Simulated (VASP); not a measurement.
Write the native input for VASP 6.6.1 that does the following.

```
Task                   : single point
Functional             : PBE
Potentials or basis    : VASP PAW PBE potentials, release 64 (Hf_pv, O)
Cutoff                 : 520 eV
k mesh                 : 4 × 6 × 6
Occupations            : gaussian, width 0.01 eV
Spin                   : no spin polarisation
Dipole correction      : no
Further INCAR settings : ALGO = Normal; EDIFF = 1e-06; NBANDS = 56
```

The structure of HfO2 lies in POSCAR:

```
HfO2
1.0
    5.2945362662      0.0000000000      0.0000000000
    0.0000000000      5.0697560509      0.0000000000
    0.0000000000      0.0000000000      5.1018666730
Hf O
4 8
Direct
    0.0277089140      0.2638560850      0.2346458828
    0.4722910863      0.2638560850      0.7346458828
    0.5277089140      0.7361439145      0.2346458828
    0.9722910863      0.7361439145      0.7346458828
    0.3557406412      0.0658091776      0.3853677529
    0.1442593591      0.0658091776      0.8853677529
    0.7399672338      0.4600360413      0.4929863643
    0.7600327664      0.4600360413      0.9929863643
    0.2600327664      0.5399639597      0.9929863643
    0.2399672323      0.5399639597      0.4929863643
    0.8557406412      0.9341908219      0.3853677529
    0.6442593591      0.9341908219      0.8853677529
```

This cell differs from its parent crystal: atoms displaced along a vibrational mode.

One way to write it, as run:

INCAR

```
PREC = Accurate
ENCUT = 520
EDIFF = 1E-6
ISMEAR = 0
SIGMA = 0.01
LREAL = False
LASPH = True
NELM = 80
ALGO = Normal
ISIF = 2
LWAVE = False
LCHARG = False
GGA = PE
NBANDS = 56
```

KPOINTS

```
regular mesh
0
Gamma
  4 6 6
```

Potentials or basis: VASP PAW PBE potentials, release 64 (Hf_pv, O).

Command:

```bash
$ cat potpaw_PBE.64/Hf_pv/POTCAR potpaw_PBE.64/O/POTCAR > POTCAR
$ mpirun -np 1 vasp_std > vasp.out
```

Results of the run:

| Quantity | Value |
| --- | --- |
| Pressure | -3.4 GPa |
| Largest force | 0.601 eV/Å |
| Band gap on the k mesh | 4.24 eV (least direct gap 4.64 eV) |

Caveat: the cell differs from its parent crystal (atoms displaced along a vibrational mode); the cell stands under tension; spin-orbit coupling is left out, which moves the levels of the heavy elements.

Wall time 3.6 min on 1 thread of Intel(R) Xeon(R) 6975P-C (Granite Rapids), with other jobs on the host, peak memory 0.4 GiB.
